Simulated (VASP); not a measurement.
# TiSi2 (Cmcm) in VASP: further runs

TiSi2 is run at these levels: PBEsol; tasks: single point.

Program: VASP 6.6.1. These are calculated values, not measurements. Logs are shortened: lines on timing, memory, paths and dates and some standing lists are left out, and cuts for length are marked.

**1. The cell of the first run**

It takes space group Cmcm (No. 63, orthorhombic). The conventional cell has a = 3.420 Å, b = 12.982 Å, c = 3.458 Å, α = 90.00°, β = 90.00°, γ = 90.00°. Ti (site symmetry m2m) has 10 Si at 2.49 to 2.72 Å and 2 Ti at 3.17 Å within 3.3 Å. Si (site symmetry m2m) has 6 Si at 2.33 to 3.02 Å and 6 Ti at 2.49 to 2.72 Å within 3.1 Å. Within 3.2 Å of Si (site symmetry m2m) lie 8 Si at 2.43 to 3.02 Å and 4 Ti at 2.57 to 2.58 Å.

**2. Single point, PBEsol**

The input, INCAR:

```
SYSTEM = TiSi2
ALGO = Normal
EDIFF = 1E-7
ENCUT = 520
GGA = PS
ISIF = 2
ISMEAR = 0
LASPH = .True.
LCHARG = .False.
LREAL = .False.
LWAVE = .False.
NBANDS = 29
NELM = 100
PREC = Accurate
SIGMA = 0.15
```

The input, KPOINTS:

```
k-points
0
Gamma
  14 14 12
  0 0 0
```

The input, POSCAR:

```
TiSi2
1.0
    1.7101390985     -6.4910777781      0.0000000000
    1.7101390985      6.4910777781      0.0000000000
    0.0000000000      0.0000000000      3.4579068955
Ti Si
2 4
Direct
    0.8975108623      0.1024891377      0.7500000000
    0.1024891377      0.8975108623      0.2500000000
    0.5599809709      0.4400190291      0.7500000000
    0.4400190291      0.5599809709      0.2500000000
    0.2497198722      0.7502801278      0.7500000000
    0.7502801278      0.2497198722      0.2500000000
```

Potentials or basis: VASP PAW PBE potentials, release 64 (Ti_sv, Si).

Started as:

```bash
cat potpaw_PBE.64/Ti_sv/POTCAR potpaw_PBE.64/Si/POTCAR > POTCAR
mpirun -np 1 vasp_std > vasp.out
```

OUTCAR:

```text
SYSTEM = TiSi2
   EDIFF = 1E-7
   ENCUT = 520
   GGA = PS
   ISIF = 2
   ISMEAR = 0
   LASPH = .True.
   LREAL = .False.
   NELM = 100
   PREC = Accurate

 ion  position               nearest neighbor table
   1  0.898  0.102  0.750-   4 2.49   4 2.49   4 2.49   4 2.49   5 2.57   5 2.57   6 2.58   6 2.58
                             3 2.72   3 2.72
   2  0.102  0.898  0.250-   3 2.49   3 2.49   3 2.49   3 2.49   6 2.57   6 2.57   5 2.58   5 2.58
                             4 2.72   4 2.72
   3  0.560  0.440  0.750-   4 2.33   4 2.33   2 2.49   2 2.49   2 2.49   2 2.49   1 2.72   1 2.72
                             5 3.00   5 3.00   6 3.02   6 3.02
   4  0.440  0.560  0.250-   3 2.33   3 2.33   1 2.49   1 2.49   1 2.49   1 2.49   2 2.72   2 2.72
                             6 3.00   6 3.00   5 3.02   5 3.02
   5  0.250  0.750  0.750-   6 2.43   6 2.43   6 2.43   6 2.43   1 2.57   1 2.57   2 2.58   2 2.58
                             3 3.00   3 3.00   4 3.02   4 3.02
   6  0.750  0.250  0.250-   5 2.43   5 2.43   5 2.43   5 2.43   2 2.57   2 2.57   1 2.58   1 2.58
                             4 3.00   4 3.00   3 3.02   3 3.02

  LATTYP: Found a base centered orthorhombic cell.
 ALAT       =     3.4202781970
 B/A-ratio  =     3.7956431636
 C/A-ratio  =     1.0110016485

  Lattice vectors:

 A1 = (   1.7101390985,  -6.4910777781,   0.0000000000)
 A2 = (   1.7101390985,   6.4910777781,   0.0000000000)
 A3 = (   0.0000000000,   0.0000000000,   3.4579068955)

Analysis of symmetry for initial positions (statically):
=====================================================================
 Subroutine PRICEL returns:
 Original cell was already a primitive cell.

 Routine SETGRP: Setting up the symmetry group for a
 base centered orthorhombic supercell.

 Subroutine GETGRP returns: Found  8 space group operations
 (whereof  4 operations were pure point group operations)
 out of a pool of  8 trial point group operations.

The static configuration has the point symmetry C_2h.
 The point group associated with its full space group is D_2h.

Analysis of symmetry for dynamics (positions and initial velocities):
=====================================================================
 Subroutine PRICEL returns:
 Original cell was already a primitive cell.

 Routine SETGRP: Setting up the symmetry group for a
 base centered orthorhombic supercell.

 Subroutine GETGRP returns: Found  8 space group operations
 (whereof  4 operations were pure point group operations)
 out of a pool of  8 trial point group operations.

The dynamic configuration has the point symmetry C_2h.
 The point group associated with its full space group is D_2h.

 Subroutine INISYM returns: Found  8 space group operations
 (whereof  4 operations are pure point group operations),
 and found     1 'primitive' translations

----------------------------------------------------------------------------------------

                                     Primitive cell

  volume of cell :      76.7700

  direct lattice vectors                    reciprocal lattice vectors
     1.710139099 -6.491077778  0.000000000     0.292373878 -0.077028810  0.000000000
     1.710139099  6.491077778  0.000000000     0.292373878  0.077028810  0.000000000
     0.000000000  0.000000000  3.457906895     0.000000000  0.000000000  0.289192286

  length of vectors
     6.712575248  6.712575248  3.457906895     0.302350661  0.302350661  0.289192286

  position of ions in fractional coordinates (direct lattice)
     0.897510862  0.102489138  0.750000000
     0.102489138  0.897510862  0.250000000
     0.559980971  0.440019029  0.750000000
     0.440019029  0.559980971  0.250000000
     0.249719872  0.750280128  0.750000000
     0.750280128  0.249719872  0.250000000

  ion indices of the primitive-cell ions
   primitive index   ion index
                 1           1
                 2           2
                 3           3
                 4           4
                 5           5
                 6           6

----------------------------------------------------------------------------------------

 KPOINTS: k-points

Automatic generation of k-mesh.
 Grid dimensions read from file:
 generate k-points for:   14   14   12

 Generating k-lattice:

  Cartesian coordinates                     Fractional coordinates (reciprocal lattice)
     0.020883848 -0.005502058  0.000000000     0.071428571  0.000000000  0.000000000
     0.020883848  0.005502058  0.000000000     0.000000000  0.071428571  0.000000000
     0.000000000  0.000000000  0.024099357     0.000000000  0.000000000  0.083333333

  Length of vectors
     0.021596476  0.021596476  0.024099357

  Shift w.r.t. Gamma in fractional coordinates (k-lattice)
     0.000000000  0.000000000  0.000000000

 Subroutine IBZKPT returns following result:
 ===========================================

 Found    399 irreducible k-points:

 Following reciprocal coordinates:
            Coordinates               Weight
  0.000000  0.000000  0.000000      1.000000
  0.071429  0.000000  0.000000      4.000000
  0.142857 -0.000000  0.000000      4.000000
  0.214286 -0.000000  0.000000      4.000000
  0.285714  0.000000  0.000000      4.000000
  0.357143  0.000000  0.000000      4.000000
[... 16 lines left out ...]
  0.214286  0.142857  0.000000      4.000000
  0.285714  0.142857  0.000000      4.000000
 [... further k-points ...]
   k-points           NKPTS =    399   k-points in BZ     NKDIM =    399   number of bands    NBANDS=     29
   number of dos      NEDOS =    301   number of ions     NIONS =      6
   total plane-waves  NPLWV =  70000
   dimension x,y,z NGX =    50 NGY =   50 NGZ =   28
   dimension x,y,z NGXF=   100 NGYF=  100 NGZF=   56
   ions per type =               2   4
   NGX,Y,Z   is equivalent  to a cutoff of  12.38, 12.38, 13.46 a.u.
   NGXF,Y,Z  is equivalent  to a cutoff of  24.77, 24.77, 26.92 a.u.
 SYSTEM =  TiSi2
   PREC   = accura    normal or accurate (medium, high low for compatibility)
   ISTART =      0    job   : 0-new  1-cont  2-samecut
   ICHARG =      2    charge: 1-file 2-atom 10-const
   ISPIN  =      1    spin polarized calculation?
   LNONCOLLINEAR =      F non collinear calculations
   LSORBIT =      F    spin-orbit coupling
   LASPH  =      T    aspherical Exc in radial PAW
   ENCUT  =  520.0 eV  38.22 Ry    6.18 a.u.  12.48 12.48  6.43*2*pi/ulx,y,z
   NELM   =    100;   NELMIN=  2; NELMDL= -5     # of ELM steps
   EDIFF  = 0.1E-06   stopping-criterion for ELM
   LREAL  =      F    real-space projection
   EDIFFG = 0.1E-05   stopping-criterion for IOM
   NSW    =      0    number of steps for IOM
   IBRION =     -1    ionic relax: 0-MD 1-quasi-New 2-CG
   NFREE  =      0    steps in history (QN), initial steepest desc. (CG)
   ISIF   =      2    stress and relaxation
   ISYM   =      2    0-nonsym 1-usesym 2-fastsym
   POTIM  = 0.5000    time-step for ionic-motion
   TEBEG  =    0.0;   TEEND  =   0.0 temperature during run
   PSTRESS=    0.0 pullay stress
   NELECT =      40.0000    total number of electrons
   NUPDOWN=      -1.0000    fix difference up-down
   EMIN   =  10.00;   EMAX   =-10.00  energy-range for DOS
   EFERMI =   0.00;   METHOD = LEGACY
   ISMEAR =     0;   SIGMA  =   0.15  broadening in eV -4-tet -1-fermi 0-gaus
   EFERMI_NEDOS =   21; number of points for ismear=-14 and -15
   IALGO  =     38    algorithm
   IMIX   =      4    mixing-type and parameters
     AMIX     =   0.40;   BMIX     =  1.00
     AMIX_MAG =   1.60;   BMIX_MAG =  1.00
  volume/ion in A,a.u.               =      12.80        86.34
  Fermi-wavevector in a.u.,A,eV,Ry     =   1.317339  2.489410 23.611317  1.735383
  Thomas-Fermi vector in A             =   2.447387
   LORBIT       =      0    0 simple, 1 ext, 2 COOP (PROOUT), +10 PAW based schemes
   GGA     = PS    functional components
   LHFCALC =     F    Hartree Fock is set to
   AEXX    =    0.0000 exact exchange contribution
   IVDW    =     0    specifies the selected vdW correction
   LEPSILON=     F    determine dielectric tensor
   LRPA    =     F    only Hartree local field effects (RPA)
 non-spin polarized calculation
 Gauss-broadening in eV      SIGMA  =   0.15
  energy-cutoff  :      520.00
  volume of cell :       76.77
 maximum number of plane-waves:      2087
 NGX is ok and might be reduce to    50
   NGX = 25   NGY = 25   NGZ = 13

 number of electron      39.9999994 magnetization

 Free energy of the ion-electron system (eV)
  ---------------------------------------------------
  ext. energy  EPLUGINS =         0.00000000
  ---------------------------------------------------
  free energy    TOTEN  =       -43.40312855 eV

  energy without entropy =      -43.38652057  energy(sigma->0) =      -43.39482456

 E-fermi :  11.8070     XC(G=0): -12.1980

 val. band max:       11.8065402637   @ k =   0.4286   0.2857   0.1667
 cond. band min:      11.8077496286   @ k =   0.3571   0.0714   0.0000
 fundamental gap:      0.0012093650
 Fermi energy:        11.8070482337

 k-point     1 :       0.0000    0.0000    0.0000
  band No.  band energies     occupation
      1     -44.4739      2.00000
      2     -44.4568      2.00000
      3     -20.9958      2.00000
      4     -20.9316      2.00000
      5     -20.9289      2.00000
      6     -20.9072      2.00000
[... 21 lines left out ...]
     28      15.1838      0.00000
     29      15.4169      0.00000

 k-point     2 :       0.0714    0.0000    0.0000
  band No.  band energies     occupation
      1     -44.4736      2.00000
      2     -44.4564      2.00000
      3     -20.9946      2.00000
      4     -20.9349      2.00000
      5     -20.9310      2.00000
      6     -20.9125      2.00000
[... 21 lines left out ...]
     28      15.2474      0.00000
     29      15.4617      0.00000

 k-point     3 :       0.1429   -0.0000    0.0000
  band No.  band energies     occupation
      1     -44.4725      2.00000
      2     -44.4555      2.00000
      3     -20.9915      2.00000
      4     -20.9517      2.00000
      5     -20.9294      2.00000
      6     -20.9274      2.00000
[... 638 lines left out ...]
      5     -20.9780      2.00000
      6     -20.9223      2.00000
[... 21 lines left out ...]
     28      15.3444      0.00000
     29      15.7843      0.00000

 k-point    24 :       0.2857    0.1429    0.0000
  band No.  band energies     occupation
      1     -44.4666      2.00000
      2     -44.4502      2.00000
      3     -21.0432      2.00000
      4     -21.0090      2.00000
      5     -20.9742      2.00000
      6     -20.9207      2.00000
[... 21 lines left out ...]
     28      15.1635      0.00000
     29      15.7620      0.00000

 [... further k-points ...]
[... 5 lines left out ...]
  --------------------------------------------------------------------------------------
  -------------------------------------------------------------------------------------
  Total        7.2157482      6.2155301      8.1691747      0.0000000      0.0000000      0.0000000
  in kB      150.5914825    129.7170960    170.4893381      0.0000000      0.0000000      0.0000000
  external PRESSURE =     150.2659722 kB  Pullay stress =       0.0000000 kB

 VOLUME and BASIS-vectors are now :
 -----------------------------------------------------------------------------
  energy-cutoff  :      520.00
  volume of cell :       76.77
      direct lattice vectors                 reciprocal lattice vectors
     1.710139099 -6.491077778  0.000000000     0.292373878 -0.077028810  0.000000000
     1.710139099  6.491077778  0.000000000     0.292373878  0.077028810  0.000000000
     0.000000000  0.000000000  3.457906895     0.000000000  0.000000000  0.289192286

 POSITION                                       TOTAL-FORCE (eV/Angst)
 -----------------------------------------------------------------------------------
      1.71014     -5.16055      2.59343         0.000000     -0.256113      0.000000
      1.71014      5.16055      0.86448         0.000000      0.256113      0.000000
      1.71014     -0.77868      2.59343         0.000000     -0.316939     -0.000000
      1.71014      0.77868      0.86448         0.000000      0.316939     -0.000000
      1.71014      3.24918      2.59343         0.000000      0.033180      0.000000
      1.71014     -3.24918      0.86448         0.000000     -0.033180     -0.000000
 -----------------------------------------------------------------------------------
    total drift:                                0.000000     -0.000000     -0.000000

  FREE ENERGIE OF THE ION-ELECTRON SYSTEM (eV)
  ---------------------------------------------------
  free  energy   TOTEN  =       -43.4031285507 eV

  energy  without entropy=      -43.3865205660  energy(sigma->0) =      -43.39482456
```

It took 17 min on 1 thread of Intel Xeon 6975P-C (Granite Rapids), shared host; peak memory 0.78 GiB.

Results:

```yaml
Free_energy: -43.4031 eV
Pressure: 15.0 GPa
Largest_force: 0.317 eV/Å
Band_gap_on_the_k_mesh: zero (band 20 reaches 12.32 eV, above the bottom of band 21 at 11.18 eV)
```

Forces in eV/Å, atoms in the order of the input:
```
Ti   0.000 -0.256  0.000
Ti   0.000  0.256  0.000
Si   0.000 -0.317  0.000
Si   0.000  0.317  0.000
Si   0.000  0.033  0.000
Si   0.000 -0.033  0.000
```

Caveat: the PAW data sets were made with another functional, which shifts forces and pressure a little.

(Continued in part 2 of 2.)
